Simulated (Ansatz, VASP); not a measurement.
# CsGe3 in VASP and in Ansatz

```
CELL_PARAMETERS angstrom
4.78774 0.00000 0.00000
0.00000 4.78774 0.00000
0.00000 0.00000 4.78774
ATOMIC_POSITIONS crystal
Cs 0.00000 0.00000 0.00000
Ge 0.00000 0.50000 0.50000
Ge 0.50000 0.50000 0.00000
Ge 0.50000 0.00000 0.50000
```

Change from the starting cell: species swapped into the LuPt3 type (Pm-3m, No. 221).

Alike in both runs: task relaxation of cell and atoms; functional PBE; k mesh 10 × 10 × 10; occupations gaussian, width 0.1 eV; no spin polarisation.

|  | VASP | Ansatz |
| --- | --- | --- |
| version | VASP 6.6.1 | Ansatz 0.2.0 |
| potentials or method | VASP PAW PBE potentials, release 64 (Cs_sv, Ge_d), cutoff 600 eV | scalar-relativistic, plane waves, PAW |
| valence electrons in the cell | 51 | 51 |

|  | VASP | Ansatz | Ansatz less VASP |
| --- | --- | --- | --- |
| gap on the k mesh at the Fermi level, each at its own relaxed structure (eV) | none | none | - |
| relaxed volume (Å³/atom) | 27.51 | 27.44 | -0.076 |
| relaxed length of the cell vector where the two differ most in proportion (Å) | 4.792 | 4.788 | -0.0044 |

A gap of «none» marks a metal or a gap that the smearing closes.

Neither program's run includes spin-orbit coupling.
